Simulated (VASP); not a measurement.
The system is Al3SiNO.

```xyz
6
Lattice="2.5040 1.4457 4.0763 -2.5040 1.4457 4.0763 0.0000 -2.8914 4.0763" Properties=species:S:1:pos:R:3 pbc="T T T"
Al   -1.2511   -0.7223    5.6061
Al    1.2511   -0.7223    5.6061
Al    0.0000    1.4446    5.6061
Si    0.0000    0.0000    3.0595
N     0.0000    0.0000    7.6416
O     0.0000    0.0000   12.2248
```

The cell was generated, and may not be a known phase.

- Program: VASP 6.6.1
- Task: relaxation of cell and atoms
- Functional: PBE
- Potentials or basis: VASP PAW PBE potentials, release 64 (Al, Si, N, O)
- Cutoff: 600 eV
- k mesh: 6 × 6 × 6
- Occupations: gaussian, width 0.1 eV
- Spin: no spin polarisation

At the start: pressure -8.7 GPa; volume 14.76 Å³/atom.

Task: How do energy, volume and symmetry change on relaxing?

Result: Over 34 steps the energy falls by 1434.4 meV/atom and the volume is 12.04 Å³/atom (-18.4 %); space group R3m (No. 160, to 0.1 Å) before and after.

Step by step:
```tsv
step	energy change (eV)	largest force (eV/Å)	pressure (GPa)	volume (Å³)
1	0.0000	0.6774	-8.75	88.54
2	-1.9259	2.8758	-3.08	78.07
3	-2.9549	3.9779	6.33	70.53
4	-2.5567	5.2714	66.28	55.01
5	-3.4574	4.3771	15.83	65.89
6	-3.6056	4.8695	34.70	60.49
7	-4.0488	4.4544	37.32	59.82
8	-4.0918	6.0871	52.50	57.60
9	-4.3115	4.9035	44.61	58.57
10	-5.1126	4.4481	33.90	60.72
11	-6.6159	3.0831	10.11	67.45
12	-6.8061	0.8990	-12.96	82.28
13	-7.0811	1.6241	-6.18	75.90
14	-7.0847	1.7966	-4.60	74.77
15	-7.1867	1.6898	-4.12	74.24
16	-7.4679	1.2087	-2.20	72.67
17	-7.7834	0.8861	4.56	69.56
18	-7.8922	0.8691	4.64	69.48
19	-8.1493	1.3294	5.73	69.17
20	-8.2054	2.9472	12.03	68.29
21	-8.2756	2.1965	8.69	68.71
22	-8.4566	1.1512	3.79	70.42
23	-8.5117	0.4679	-0.85	72.37
24	-8.5128	0.4202	-0.40	72.14
25	-8.5273	0.4046	-0.48	72.17
26	-8.5514	0.3858	-0.60	72.24
27	-8.5531	0.3803	-0.56	72.27
28	-8.5690	0.3169	-0.31	72.03
29	-8.5915	0.1949	0.80	71.36
30	-8.5976	0.2010	-0.19	71.85
31	-8.5981	0.2026	-0.53	72.04
32	-8.6029	0.1308	-0.25	72.07
33	-8.6055	0.0829	0.16	72.10
34	-8.6062	0.0160	0.02	72.22
```

Final structure:
```
Al Si N O
1.0
     2.66535    1.53884    2.93459
    -2.66535    1.53884    2.93459
     0.00000   -3.07768    2.93459
Al Si N O
3 1 1 1
Direct
  0.16439 0.65381 0.65381
  0.65381 0.16439 0.65381
  0.65381 0.65381 0.16439
  0.16292 0.16292 0.16292
  0.66664 0.66664 0.66664
  0.94842 0.94842 0.94842
```

Caveat: the volume moved by over 15 % at a fixed basis, so the end points are rough.
